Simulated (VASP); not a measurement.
A run of VASP 6.6.1:

The input INCAR:

```
PREC     = Accurate       # precision mode
ENCUT    = 520            # plane-wave cutoff, eV
EDIFF    = 1E-6           # SCF threshold, eV
ISMEAR   = 0              # smearing method
SIGMA    = 0.05           # smearing width, eV
LREAL    = F              # projectors in reciprocal space
LASPH    = T              # aspherical terms in the spheres
NELM     = 100            # most SCF steps
ALGO     = Normal         # electronic algorithm
ISIF     = 2              # what is computed and relaxed
LWAVE    = F              # write WAVECAR
LCHARG   = T              # write CHGCAR
GGA      = PS             # functional
LELF     = T              # ELF
LVHAR    = T            
NBANDS   = 15             # bands
```

The input KPOINTS:

```
Automatic mesh
0
Gamma
  6 6 6
```

Contents of POSCAR:

```
KI
1.0
    4.2911966600      0.0000000000      0.0000000000
    0.0000000000      4.2911966600      0.0000000000
    0.0000000000      0.0000000000      4.2911966600
K I
1 1
Direct
    0.0000000000      0.0000000000      0.0000000000
    0.5000000000      0.5000000000      0.5000000000
```

Potentials or basis: VASP PAW PBE potentials, release 64 (K_sv, I).

The run is started by

```bash
$ cat potpaw_PBE.64/K_sv/POTCAR potpaw_PBE.64/I/POTCAR > POTCAR
$ mpirun -np 1 vasp_std > vasp.out
```

Hardware: 1 thread of Intel Xeon 6975P-C, with other jobs on the host.

How long does it take, and how much memory?

It took 10 s on 1 thread of Intel Xeon 6975P-C, with other jobs on the host, peak memory 0.19 GiB. Counts: scf iterations 12, k points 20.
